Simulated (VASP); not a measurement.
A run of VASP 6.6.1 is set up as follows.

Contents of INCAR:

```
PREC = Accurate
ENCUT = 600
EDIFF = 1E-7
ISMEAR = -1
SIGMA = 0.08
LREAL = False
LASPH = True
NELM = 80
ALGO = Normal
ISIF = 3
LWAVE = False
LCHARG = False
GGA = PE
IBRION = 2
NSW = 32
EDIFFG = -0.005
PSTRESS = 22.0
```

KPOINTS

```
regular mesh
0
Gamma
  13 13 13
```

The input POSCAR:

```
Ca
1.0
   -2.1122756432      2.1122756432      2.1122756432
    2.1122756432     -2.1122756432      2.1122756432
    2.1122756432      2.1122756432     -2.1122756432
Ca
1
Direct
    0.0000000000      0.0000000000      0.0000000000
```

Potentials or basis: VASP PAW PBE potentials, release 64 (Ca_sv).

Launch:

```sh
$ cat potpaw_PBE.64/Ca_sv/POTCAR > POTCAR
$ mpirun -np 1 vasp_std > vasp.out
```

Problem. Estimate the band gap on the k mesh.

Solution. Zero (bands 5 and 6 overlap by 0.28 eV).

Problem. What does it give for the space group after relaxing (to 0.1 Å)?

Solution. Im-3m (No. 229).

Problem. Estimate the relaxed volume.

Solution. 37.74 Å³/atom.

Problem. Estimate the relaxed cell.

Solution. a = 3.660 Å, b = 3.660 Å, c = 3.660 Å, α = 109.47°, β = 109.47°, γ = 109.47°.

Final structure:
```
CELL_PARAMETERS angstrom
-2.11312 2.11312 2.11312
2.11312 -2.11312 2.11312
2.11312 2.11312 -2.11312
ATOMIC_POSITIONS crystal
Ca 0.00000 0.00000 0.00000
```

Caveat: the cell is relaxed towards a set pressure, so the run minimises the enthalpy, not the energy.
